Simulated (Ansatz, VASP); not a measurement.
## Two plane-wave programs on La2SiF2

```
La Si F
1.0
     6.09873    0.00000    0.00000
     0.00000    6.09873    0.00000
     0.00000    0.00000    4.59938
La Si F
2 1 2
Direct
  0.50000 0.00000 0.50000
  0.00000 0.50000 0.50000
  0.00000 0.00000 0.50000
  0.50000 0.00000 0.00000
  0.00000 0.50000 0.00000
```

Alike in both runs: functional PBE; k mesh 6 × 6 × 8; occupations gaussian, width 0.1 eV; no spin polarisation.

Ansatz relaxed the structure, and its values are those at the end. VASP's run is a single point on that final structure, the one shown.

|  | VASP | Ansatz |
| --- | --- | --- |
| version | VASP 6.6.1 | Ansatz 0.2.0 |
| potentials or method | VASP PAW PBE potentials, release 64 (La, Si, F), cutoff 520 eV | scalar-relativistic, plane waves, PAW |
| valence electrons in the cell | 40 | 40 |

Ansatz gave:

- gap on the k mesh at the Fermi level (eV): none
- pressure (GPa): 0.0

Q: Estimate VASP's values.

A: gap on the k mesh at the Fermi level (eV): none; pressure (GPa): -0.1.

A gap of «none» marks a metal or a gap that the smearing closes.

Neither program's run includes spin-orbit coupling.
